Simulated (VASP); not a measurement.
A run of VASP 6.6.1 is set up as follows.

Contents of INCAR:

```
SYSTEM = Al3Cu
ALGO = Fast ; EDIFF = 1E-6
ENCUT = 520 ; GGA = CA
ISIF = 2 ; ISMEAR = 0
LASPH = .True. ; LCHARG = .False.
LREAL = .False. ; LWAVE = .False.
NBANDS = 18 ; NELM = 80
PREC = Accurate ; SIGMA = 0.15
```

The input KPOINTS:

```
k-points
0
Gamma
  12 12 12
  0 0 0
```

File POSCAR:

```
Al3Cu
1.0
    3.7983126653      0.0000000000      0.0000000000
    0.0000000000      3.7983126653      0.0000000000
    0.0000000000      0.0000000000      4.2882949991
Al Cu
3 1
Direct
    0.0000000000      0.5000000000      0.5000000000
    0.5000000000      0.0000000000      0.5000000000
    0.5000000000      0.5000000000      0.0000000000
    0.0000000000      0.0000000000      0.0000000000
```

Potentials or basis: VASP PAW LDA potentials, release 64 (Al, Cu).

The run is started by

```sh
$ cat potpaw_LDA.64/Al/POTCAR potpaw_LDA.64/Cu/POTCAR > POTCAR
$ mpirun -np 1 vasp_std > vasp.out
```

Predict the pressure.

-5.7 GPa.

Estimate the band gap on the k mesh.

zero (band 10 reaches 9.56 eV, above the bottom of band 11 at 5.70 eV).

Stress tensor (GPa, compression positive):
```
 -2.80   0.00   0.00
  0.00  -2.80   0.00
  0.00   0.00 -11.36
```
